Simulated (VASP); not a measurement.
Input of a VASP 6.6.1 run:

The input INCAR:

```
ALGO = Normal
EDIFF = 1E-7
ENCUT = 520
GGA = PE
ISIF = 2
ISMEAR = -1
LASPH = T
LCHARG = F
LREAL = F
LWAVE = F
NBANDS = 51
NELM = 100
PREC = Accurate
SIGMA = 0.02
```

The input KPOINTS:

```
k-points
0
Gamma
  6 6 2
```

Contents of POSCAR:

```
SnGe5
1.0
    4.2807554773      0.0000000000      0.0000000000
   -2.1403777387      3.7072429907      0.0000000000
    0.0000000000      0.0000000000     10.4141185885
Ge Sn
5 1
Direct
    0.0000000000      0.0000000000     -0.0137062223
    0.6666666667      0.3333333333      0.6658313784
    0.3333333333      0.6666666667      0.3469452632
    0.6666666667      0.3333333333      0.9108861360
    0.3333333333      0.6666666667      0.5907033187
    0.0000000000      0.0000000000      0.2493401259
```

Potentials or basis: VASP PAW PBE potentials, release 64 (Ge_d, Sn_d).

The run is started by

```console
$ cat potpaw_PBE.64/Ge_d/POTCAR potpaw_PBE.64/Sn_d/POTCAR > POTCAR
$ mpirun -np 1 vasp_std > vasp.out
```

(1) What does it give for the band gap on the k mesh?

(2) Predict the pressure.

(3) What does it give for the largest force?

## Answers

(1) zero (band 42 reaches 4.13 eV, above the bottom of band 43 at 3.87 eV).

(2) -2.6 GPa.

(3) 0.053 eV/Å.

Caveat: spin-orbit coupling is left out, which moves the levels of the heavy elements.
